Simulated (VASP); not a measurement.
Write the native input for VASP 6.6.1 that does the following.

* Task: single point
* Functional: PBEsol
* Potentials or basis: VASP PAW PBE potentials, release 64 (Hf_pv, N)
* Cutoff: 520 eV
* k mesh: 6 × 6 × 4
* Occupations: gaussian, width 0.1 eV
* Spin: no spin polarisation
* Dipole correction: no
* Further INCAR settings: ALGO = Normal; EDIFF = 1e-07; NBANDS = 23

The structure of HfN lies in POSCAR:

```
HfN
1.0
    3.1647755785      0.0000000000      0.0000000000
   -1.5823877893      2.7407760483      0.0000000000
    0.0000000000      0.0000000000      6.1370793901
Hf N
2 2
Direct
    0.3333333333      0.6666666667      0.0301515144
    0.6666666667      0.3333333333      0.5301515144
    0.3333333333      0.6666666667      0.3548484856
    0.6666666667      0.3333333333      0.8548484856
```

One way to write it, as run:

INCAR

```
SYSTEM = HfN
ALGO     = Normal         ! electronic algorithm
EDIFF    = 1E-7           ! SCF threshold, eV
ENCUT    = 520            ! plane-wave cutoff, eV
GGA      = PS             ! functional
ISIF     = 2              ! what is computed and relaxed
ISMEAR   = 0              ! smearing method
LASPH    = .True.         ! aspherical terms in the spheres
LCHARG   = .False.        ! write CHGCAR
LREAL    = .False.        ! projectors in reciprocal space
LWAVE    = .False.        ! write WAVECAR
NBANDS   = 23             ! bands
NELM     = 100            ! most SCF steps
PREC     = Accurate       ! precision mode
SIGMA    = 0.1            ! smearing width, eV
```

KPOINTS

```
k-points
0
Gamma
  6 6 4
  0 0 0
```

Potentials or basis: VASP PAW PBE potentials, release 64 (Hf_pv, N).

Run with:

```console
$ cat potpaw_PBE.64/Hf_pv/POTCAR potpaw_PBE.64/N/POTCAR > POTCAR
$ mpirun -np 1 vasp_std > vasp.out
```

Results of the run:

| Property | Result |
| --- | --- |
| Pressure | 12.9 GPa |
| Largest force | 1.162 eV/Å |
| Band gap on the k mesh | zero (bands 15 and 16 overlap by 1.37 eV) |

Caveat: the k points lie up to 0.38 Å⁻¹ apart, too coarse for converged energies and pressures of a metal; the PAW data sets were made with another functional, which shifts forces and pressure a little; spin-orbit coupling is left out, which moves the levels of the heavy elements.

It took 36 s on 1 thread of Intel Xeon 8259CL (shared host), peak memory 0.18 GiB.
